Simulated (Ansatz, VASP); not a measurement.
**Co in VASP and in Ansatz**

The input INCAR:

```
SYSTEM = Co
PREC     = Accurate       ! precision mode
ENCUT    = 600            ! plane-wave cutoff, eV
EDIFF    = 1E-6           ! SCF threshold, eV
ISMEAR   = -1             ! smearing method
SIGMA    = 0.05           ! smearing width, eV
LREAL    = .False.        ! projectors in reciprocal space
LASPH    = .True.         ! aspherical terms in the spheres
NELM     = 150            ! most SCF steps
ALGO     = Normal         ! electronic algorithm
ISIF     = 3              ! what is computed and relaxed
LWAVE    = .False.        ! write WAVECAR
LCHARG   = .False.        ! write CHGCAR
ISPIN    = 2              ! spin polarisation
MAGMOM   = 2 2 2 2        ! initial moments
LORBIT   = 11             ! projections on sites
LMAXMIX  = 4              ! l up to which the mixer works
GGA      = PE             ! functional
IBRION   = 2              ! ionic algorithm
NSW      = 60             ! ionic steps
EDIFFG   = -0.01          ! ionic threshold
```

Contents of KPOINTS:

```
Automatic mesh
0
Gamma
  12 12 4
  0 0 0
```

The input POSCAR:

```
Co
1.0
    2.4705617809      0.0000000000      0.0000000000
   -1.2352808905      2.1395692639      0.0000000000
    0.0000000000      0.0000000000      8.0882338000
Co
4
Direct
    0.6666666667      0.3333333333      0.7500000000
    0.0000000000      0.0000000000      0.5000000000
    0.3333333333      0.6666666667      0.2500000000
    0.0000000000      0.0000000000      0.0000000000
```

Contents of input.yaml:

```yaml
crystal:
  lattice:
    - [2.4705617809, 0.0, 0.0]
    - [-1.2352808905, 2.1395692639, 0.0]
    - [0.0, 0.0, 8.0882338]
  atoms:
    - { symbol: Co, position: [0.6666666667, 0.3333333333, 0.75], spin: 2.0 }
    - { symbol: Co, position: [0.0, 0.0, 0.5], spin: 2.0 }
    - { symbol: Co, position: [0.3333333333, 0.6666666667, 0.25], spin: 2.0 }
    - { symbol: Co, position: [0.0, 0.0, 0.0], spin: 2.0 }
hamiltonian:
  xc: pbe
  pseudopotentials: { kind: paw }
magnetization:
  spin_polarized: true
kpoints:
  mp_grid: { grid: [12, 12, 4] }
scf:
  occupations: { method: fermi_dirac, width: 0.05 }
output:
  forces: true
  stress: true
  eigenvalues: true
  write_density: true
  write_potential: true
  elf: true
  volumetric_format: npy
relax:
  f_tol: 0.01
  max_steps: 40
  cell: { stress_tol: 0.05 }
```

Alike in both runs: task relaxation of cell and atoms; functional PBE; k mesh 12 × 12 × 4; occupations fermi-dirac, width 0.05 eV; collinear spin.

```csv
,VASP,Ansatz
version,VASP 6.6.1,Ansatz 0.2.0
potentials or method,"VASP PAW PBE potentials, release 64 (Co)",Ansatz PAW
plane-wave cutoff (eV),600,420
valence electrons in the cell,36,68
```

Ansatz gave:

* gap on the k mesh at the Fermi level, each at its own relaxed structure (eV): none
* net moment per atom (μB): 1.67
* size of the moment on the site where the two differ most (μB): 1.75
* relaxed volume (Å³/atom): 10.92
* relaxed length of the cell vector where the two differ most in proportion (Å): 2.498

**Question.** What did VASP give for the same quantities?

**Answer.** gap on the k mesh at the Fermi level, each at its own relaxed structure (eV): none; net moment per atom (μB): 1.66; size of the moment on the site where the two differ most (μB): 1.68; relaxed volume (Å³/atom): 10.87; relaxed length of the cell vector where the two differ most in proportion (Å): 2.494.

Site moments also hang on the region over which each program counts them. A gap of «none» marks a metal or a gap that the smearing closes. VASP's potentials hold 36 valence electrons a cell and Ansatz's 68, so a difference there can come from the potentials and not from the codes.

Noted on Ansatz's run: the plane-wave basis is chosen anew once the cell has moved, so the energies of steps on either side of that aren't comparable.
